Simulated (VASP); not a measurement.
# ZrC4 (P6/mmm) in VASP: a series of runs

ZrC4 is run at these levels: PBE; tasks: single point, relaxation of cell and atoms.

Program: VASP 6.6.1. These are calculated values, not measurements. Logs are shortened: lines on timing, memory, paths and dates and some standing lists are left out, and cuts for length are marked.

**1. The cell of the first run**

It takes space group P6/mmm (No. 191, hexagonal). The conventional cell has a = 2.651 Å, b = 2.651 Å, c = 8.144 Å, α = 90.00°, β = 90.00°, γ = 120.00°. Within 3.4 Å of Zr (site symmetry 6/mmm) lie 12 C at 2.60 Å and 6 Zr at 2.65 Å. C (site symmetry 3m) has 3 C at 1.53 Å within 2.0 Å.

**2. Single point, PBE**

Input file INCAR:

```
ALGO     = Normal         # electronic algorithm
EDIFF    = 1E-6           # SCF threshold, eV
ENCUT    = 520            # plane-wave cutoff, eV
GGA      = PE             # functional
ISIF     = 2              # what is computed and relaxed
ISMEAR   = 0              # smearing method
LASPH    = True           # aspherical terms in the spheres
LCHARG   = False          # write CHGCAR
LREAL    = False          # projectors in reciprocal space
LWAVE    = False          # write WAVECAR
NBANDS   = 22             # bands
NELM     = 100            # most SCF steps
PREC     = Accurate       # precision mode
SIGMA    = 0.1            # smearing width, eV
```

Input file KPOINTS:

```
k-points
0
Gamma
  18 18 6
```

Input file POSCAR:

```
ZrC4
1.0
    2.6509256460      0.0000000000      0.0000000000
   -1.3254628230      2.2957689530      0.0000000000
    0.0000000000      0.0000000000      8.1443182113
Zr C
1 4
Direct
    0.0000000000      0.0000000000      0.5000000000
    0.3333333333      0.6666666667      0.7579201781
    0.3333333333      0.6666666667      0.2420798219
    0.6666666667      0.3333333333      0.2420798219
    0.6666666667      0.3333333333      0.7579201781
```

Potentials or basis: VASP PAW PBE potentials, release 64 (Zr_sv, C).

Run with:

```console
$ cat potpaw_PBE.64/Zr_sv/POTCAR potpaw_PBE.64/C/POTCAR > POTCAR
$ mpirun -np 1 vasp_std > vasp.out
```

OUTCAR:

```text
EDIFF = 1E-6
   ENCUT = 520
   GGA = PE
   ISIF = 2
   ISMEAR = 0
   LASPH = True
   LREAL = False
   NELM = 100
   PREC = Accurate

 ion  position               nearest neighbor table
   1  0.000  0.000  0.500-   2 2.60   3 2.60   4 2.60   5 2.60   4 2.60   5 2.60   2 2.60   3 2.60
                             4 2.60   5 2.60   2 2.60   3 2.60
   2  0.333  0.667  0.758-   5 1.53   5 1.53   5 1.53   1 2.60   1 2.60   1 2.60
   3  0.333  0.667  0.242-   4 1.53   4 1.53   4 1.53   1 2.60   1 2.60   1 2.60
   4  0.667  0.333  0.242-   3 1.53   3 1.53   3 1.53   1 2.60   1 2.60   1 2.60
   5  0.667  0.333  0.758-   2 1.53   2 1.53   2 1.53   1 2.60   1 2.60   1 2.60

  LATTYP: Found a hexagonal cell.
 ALAT       =     2.6509256460
 C/A-ratio  =     3.0722544873

  Lattice vectors:

 A1 = (   2.6509256460,   0.0000000000,   0.0000000000)
 A2 = (  -1.3254628230,   2.2957689530,   0.0000000000)
 A3 = (   0.0000000000,   0.0000000000,   8.1443182113)

Analysis of symmetry for initial positions (statically):
=====================================================================
 Subroutine PRICEL returns:
 Original cell was already a primitive cell.

 Routine SETGRP: Setting up the symmetry group for a
 hexagonal supercell.

 Subroutine GETGRP returns: Found 24 space group operations
 (whereof 24 operations were pure point group operations)
 out of a pool of 24 trial point group operations.

The static configuration has the point symmetry D_6h.

Analysis of symmetry for dynamics (positions and initial velocities):
=====================================================================
 Subroutine PRICEL returns:
 Original cell was already a primitive cell.

 Routine SETGRP: Setting up the symmetry group for a
 hexagonal supercell.

 Subroutine GETGRP returns: Found 24 space group operations
 (whereof 24 operations were pure point group operations)
 out of a pool of 24 trial point group operations.

The dynamic configuration has the point symmetry D_6h.

 Subroutine INISYM returns: Found 24 space group operations
 (whereof 24 operations are pure point group operations),
 and found     1 'primitive' translations

----------------------------------------------------------------------------------------
[... 91 lines left out ...]
   ISTART =      0    job   : 0-new  1-cont  2-samecut
   ICHARG =      2    charge: 1-file 2-atom 10-const
   ISPIN  =      1    spin polarized calculation?
   LNONCOLLINEAR =      F non collinear calculations
   LSORBIT =      F    spin-orbit coupling
   LASPH  =      T    aspherical Exc in radial PAW
   ENCUT  =  520.0 eV  38.22 Ry    6.18 a.u.   4.93  4.93 15.14*2*pi/ulx,y,z
   NELM   =    100;   NELMIN=  2; NELMDL= -5     # of ELM steps
   EDIFF  = 0.1E-05   stopping-criterion for ELM
   LREAL  =      F    real-space projection
   EDIFFG = 0.1E-04   stopping-criterion for IOM
   NSW    =      0    number of steps for IOM
   IBRION =     -1    ionic relax: 0-MD 1-quasi-New 2-CG
   NFREE  =      0    steps in history (QN), initial steepest desc. (CG)
   ISIF   =      2    stress and relaxation
   ISYM   =      2    0-nonsym 1-usesym 2-fastsym
   POTIM  = 0.5000    time-step for ionic-motion
   TEBEG  =    0.0;   TEEND  =   0.0 temperature during run
   PSTRESS=    0.0 pullay stress
   NELECT =      28.0000    total number of electrons
   NUPDOWN=      -1.0000    fix difference up-down
   EMIN   =  10.00;   EMAX   =-10.00  energy-range for DOS
   EFERMI =   0.00;   METHOD = LEGACY
   ISMEAR =     0;   SIGMA  =   0.10  broadening in eV -4-tet -1-fermi 0-gaus
   EFERMI_NEDOS =   21; number of points for ismear=-14 and -15
   IALGO  =     38    algorithm
   IMIX   =      4    mixing-type and parameters
     AMIX     =   0.40;   BMIX     =  1.00
     AMIX_MAG =   1.60;   BMIX_MAG =  1.00
  volume/ion in A,a.u.               =       9.91        66.90
  Fermi-wavevector in a.u.,A,eV,Ry     =   1.353321  2.557405 24.918752  1.831477
  Thomas-Fermi vector in A             =   2.480586
   LORBIT       =      0    0 simple, 1 ext, 2 COOP (PROOUT), +10 PAW based schemes
   GGA     = PE    functional components
   LHFCALC =     F    Hartree Fock is set to
   AEXX    =    0.0000 exact exchange contribution
   IVDW    =     0    specifies the selected vdW correction
   LEPSILON=     F    determine dielectric tensor
   LRPA    =     F    only Hartree local field effects (RPA)
 non-spin polarized calculation
 Gauss-broadening in eV      SIGMA  =   0.10
  energy-cutoff  :      520.00
  volume of cell :       49.57
 maximum number of plane-waves:      1365
 NGX is ok and might be reduce to    20
   NGX =  9   NGY =  9   NGZ = 31

 number of electron      27.9999998 magnetization

 Free energy of the ion-electron system (eV)
  ---------------------------------------------------
  ext. energy  EPLUGINS =         0.00000000
  ---------------------------------------------------
  free energy    TOTEN  =       -42.52484518 eV

  energy without entropy =      -42.51422275  energy(sigma->0) =      -42.51953396

 E-fermi :   9.2503     XC(G=0): -11.2343

 val. band max:        9.2491051462   @ k =   0.2778   0.1111   0.3333
 cond. band min:       9.2561030257   @ k =   0.3333   0.0556   0.0000
 fundamental gap:      0.0069978795
 Fermi energy:         9.2503001478

 k-point     1 :       0.0000    0.0000    0.0000
  band No.  band energies     occupation
      1     -40.3447      2.00000
      2     -18.9703      2.00000
      3     -16.4073      2.00000
      4     -16.4073      2.00000
      5     -10.9403      2.00000
      6     -10.2513      2.00000
[... 589 lines left out ...]
     21      15.2307      0.00000
     22      18.1496      0.00000

 [... further k-points ...]
[... 5 lines left out ...]
  --------------------------------------------------------------------------------------
  -------------------------------------------------------------------------------------
  Total        0.1427392      0.1427392      0.0333630      0.0000000      0.0000000      0.0000000
  in kB        4.6139544      4.6139544      1.0784393      0.0000000      0.0000000      0.0000000
  external PRESSURE =       3.4354493 kB  Pullay stress =       0.0000000 kB

 VOLUME and BASIS-vectors are now :
 -----------------------------------------------------------------------------
  energy-cutoff  :      520.00
  volume of cell :       49.57
      direct lattice vectors                 reciprocal lattice vectors
     2.650925646  0.000000000  0.000000000     0.377226725  0.217791951  0.000000000
    -1.325462823  2.295768953  0.000000000     0.000000000  0.435583903  0.000000000
     0.000000000  0.000000000  8.144318211     0.000000000  0.000000000  0.122784986

 POSITION                                       TOTAL-FORCE (eV/Angst)
 -----------------------------------------------------------------------------------
      0.00000      0.00000      4.07216         0.000000      0.000000      0.000000
     -0.00000      1.53051      6.17274         0.000000     -0.000000      0.006213
     -0.00000      1.53051      1.97158         0.000000      0.000000     -0.006213
      1.32546      0.76526      1.97158        -0.000000      0.000000     -0.006213
      1.32546      0.76526      6.17274        -0.000000      0.000000      0.006213
 -----------------------------------------------------------------------------------
    total drift:                                0.000000     -0.000000     -0.000000

  FREE ENERGIE OF THE ION-ELECTRON SYSTEM (eV)
  ---------------------------------------------------
  free  energy   TOTEN  =       -42.5248451776 eV

  energy  without entropy=      -42.5142227476  energy(sigma->0) =      -42.51953396
```

Wall time 2.4 min (1 thread of Intel Xeon Platinum 8259CL at 2.50GHz (Skylake/Cascade Lake), shared host); peak memory 0.27 GiB.

Results:

```yaml
Free_energy: -42.5248 eV
Pressure: 0.3 GPa
Largest_force: 0.006 eV/Å
Band_gap_on_the_k_mesh: zero (band 14 reaches 9.96 eV, above the bottom of band 15 at 8.51 eV)
```

Forces on the atoms (eV/Å):
```
Zr   0.000  0.000  0.000
C    0.000  0.000  0.006
C    0.000  0.000 -0.006
C    0.000  0.000 -0.006
C    0.000  0.000  0.006
```

Caveat: this functional lacks dispersion, which binds the layers, so the pressure and a relaxed spacing across them are unreliable.

**3. Relaxation of cell and atoms, PBE**

Input file INCAR:

```
SYSTEM = ZrC4
  PREC = Accurate
  ENCUT = 600
  EDIFF = 1E-6
  ISMEAR = 0
  SIGMA = 0.1
  LREAL = .FALSE.
  LASPH = .TRUE.
  NELM = 100
  ALGO = Normal
  ISIF = 3
  LWAVE = .FALSE.
  LCHARG = .FALSE.
  GGA = PE
  IBRION = 2
  NSW = 100
  EDIFFG = -0.01
```

Input file KPOINTS:

```
Automatic mesh
0
G
  18 18 6
  0 0 0
```

Input file POSCAR:

```
ZrC4
1.0
    2.6568148320      0.0000000000      0.0000000000
   -1.3284074160      2.3008691377      0.0000000000
    0.0000000000      0.0000000000      8.1013771539
Zr C
1 4
Direct
    0.0000000000      0.0000000000      0.5000000000
    0.3333333333      0.6666666667      0.7567231474
    0.3333333333      0.6666666667      0.2432768526
    0.6666666667      0.3333333333      0.2432768526
    0.6666666667      0.3333333333      0.7567231474
```

Potentials or basis: VASP PAW PBE potentials, release 64 (Zr_sv, C).

Run with:

```console
$ cat potpaw_PBE.64/Zr_sv/POTCAR potpaw_PBE.64/C/POTCAR > POTCAR
$ mpirun -np 1 vasp_std > vasp.out
```

Wall time 7 min (1 thread of Intel Xeon Platinum 8259CL at 2.50GHz (Skylake/Cascade Lake), shared host); peak memory 0.31 GiB.

The run converged. Its results:

```
Free energy                            : -42.5314 eV
Relaxed volume                         : 9.94 Å³/atom
Relaxed cell                           : a = 2.651 Å, b = 2.651 Å, c = 8.163 Å, α = 90.00°, β = 90.00°, γ = 120.00°
Space group after relaxing (to 0.05 Å) : P6/mmm (No. 191)
Energy gained by relaxing              : 0.6 meV/atom
Ionic steps                            : 5
Pressure after relaxing                : 0.0 GPa
Largest force after relaxing           : 0.005 eV/Å
Band gap on the k mesh                 : zero (band 14 reaches 9.93 eV, above the bottom of band 15 at 8.47 eV)
```

Forces on the atoms (eV/Å):
```
Zr   0.000  0.000  0.000
C    0.000  0.000  0.005
C    0.000  0.000 -0.005
C    0.000  0.000 -0.005
C    0.000  0.000  0.005
```

Stress tensor (GPa, compression positive):
```
 0.02  0.00  0.00
 0.00  0.02  0.00
 0.00  0.00 -0.05
```

Step by step:
```csv
step,energy change (eV),largest force (eV/Å),pressure (GPa),volume (Å³)
1,0.0000,0.0653,-0.01,49.52
2,-0.0024,0.0340,0.69,49.52
3,-0.0025,0.0297,0.80,49.52
4,-0.0025,0.0196,-0.80,49.88
5,-0.0030,0.0052,0.00,49.69
```

Final structure:
```xyz
5
Lattice="2.6514 0.0000 0.0000 -1.3257 2.2962 0.0000 0.0000 0.0000 8.1628" Properties=species:S:1:pos:R:3 pbc="T T T"
Zr    0.0000    0.0000    4.0814
C     0.0000    1.5308    6.1820
C     0.0000    1.5308    1.9807
C     1.3257    0.7654    1.9807
C     1.3257    0.7654    6.1820
```

Levels at points of the mesh, in eV from the Fermi level:
| k point | band 10 | band 11 | band 12 | band 13 | band 14 | band 15 | band 16 | band 17 | band 18 |
| --- | --- | --- | --- | --- | --- | --- | --- | --- | --- |
| (0.00, 0.00, 0.00) | -5.09 | -5.01 | -5.01 | -3.81 | 0.69 | 0.69 | 3.11 | 3.11 | 3.35 |
| (0.50, 0.00, 0.00) | -7.82 | -6.16 | -5.21 | -4.41 | -0.86 | -0.74 | 2.32 | 2.96 | 3.08 |
| (0.00, 0.00, 0.50) | -5.09 | -5.01 | -5.01 | -3.74 | 0.69 | 0.69 | 3.11 | 3.11 | 4.03 |
| (0.50, 0.00, 0.50) | -7.81 | -6.29 | -5.19 | -4.18 | -1.00 | -0.63 | 2.01 | 2.99 | 3.03 |

Caveat: this functional lacks dispersion, which binds the layers, so the pressure and a relaxed spacing across them are unreliable.

**4. Single point, PBE**

This run uses another cell than the first one, of 9.43 Å³/atom, 0.952 times its volume.

Input file INCAR:

```
ALGO = Normal ; EDIFF = 1E-7
ENCUT = 520 ; GGA = PE
ISIF = 2 ; ISMEAR = 0
LASPH = T ; LCHARG = F
LREAL = F ; LWAVE = F
NBANDS = 22 ; NELM = 100
PREC = Accurate ; SIGMA = 0.1
```

Input file KPOINTS:

```
k-points
0
Gamma
  6 6 4
```

Input file POSCAR:

```
ZrC4
1.0
    2.6550975654      0.0000000000      0.0000000000
   -1.3275487827      2.2993819412      0.0000000000
    0.0000000000      0.0000000000      7.7269256884
Zr C
1 4
Direct
    0.0000000000      0.0000000000      0.5000000000
    0.3333333333      0.6666666667      0.7703585413
    0.3333333333      0.6666666667      0.2296414587
    0.6666666667      0.3333333333      0.2296414587
    0.6666666667      0.3333333333      0.7703585413
```

Run with:

```console
$ cat potpaw_PBE.64/Zr_sv/POTCAR potpaw_PBE.64/C/POTCAR > POTCAR
$ mpirun -np 1 vasp_std > vasp.out
```

Run time: 21 s. Hardware: 1 thread of Intel Xeon Platinum 8259CL at 2.50GHz (Skylake/Cascade Lake), shared host; peak memory 0.17 GiB.

The run converged. Its results:

```yaml
Free_energy: -42.6393 eV
Pressure: 0.2 GPa
Largest_force: 0.007 eV/Å
Band_gap_on_the_k_mesh: zero (band 14 reaches 10.78 eV, above the bottom of band 15 at 9.22 eV)
```

Forces in eV/Å, atoms in the order of the input:
```
Zr   0.000  0.000  0.000
C    0.000  0.000  0.007
C    0.000  0.000 -0.007
C    0.000  0.000 -0.007
C    0.000  0.000  0.007
```

Stress tensor (GPa, compression positive):
```
0.17 0.00 0.00
0.00 0.17 0.00
0.00 0.00 0.26
```

Levels at points of the mesh, in eV from the Fermi level:
```tsv
k point	band 10	band 11	band 12	band 13	band 14	band 15	band 16	band 17	band 18	band 19
(0.00, 0.00, 0.00)	-5.39	-5.30	-5.30	-3.87	0.67	0.67	2.86	2.86	3.63	4.42
(0.50, 0.00, 0.00)	-8.10	-6.29	-5.31	-4.80	-1.16	-0.89	2.39	2.70	2.81	3.30
(0.00, 0.00, 0.50)	-5.38	-5.31	-5.31	-3.76	0.67	0.67	2.85	2.85	4.45	4.45
(0.50, 0.00, 0.50)	-8.08	-6.60	-5.26	-4.30	-1.39	-0.72	1.86	2.63	2.82	3.29
```

Caveat: the k points lie up to 0.46 Å⁻¹ apart; this functional lacks dispersion, which binds the layers, so the pressure and a relaxed spacing across them are unreliable.

**5. Overview**

| task | cell | k mesh | cutoff (eV) | gap on the mesh (eV) | pressure (GPa) | largest force (eV/Å) |
| --- | --- | --- | --- | --- | --- | --- |
| single point | a = 2.651, b = 2.651, c = 8.144 Å, angles 90.0, 90.0, 120.0°, 5 atoms | 18 × 18 × 6 | 520 | none | 0.3 | 0.01 |
| relaxation of cell and atoms | relaxed from a = 2.657, b = 2.657, c = 8.101 Å, angles 90.0, 90.0, 120.0°, 5 atoms | 18 × 18 × 6 | 600 | none | 0.0 | 0.01 |
| single point | a = 2.655, b = 2.655, c = 7.727 Å, angles 90.0, 90.0, 120.0°, 5 atoms | 6 × 6 × 4 | 520 | none | 0.2 | 0.01 |

Alike in all rows: level PBE; potentials or basis VASP PAW PBE potentials, release 64 (Zr_sv, C); no spin polarisation; smearing gaussian 0.1 eV.

Caveats: some runs use coarse meshes; this functional lacks dispersion, which binds the layers, so the pressure and a relaxed spacing across them are unreliable.

Absolute energies hang on the potentials; compare differences alone.
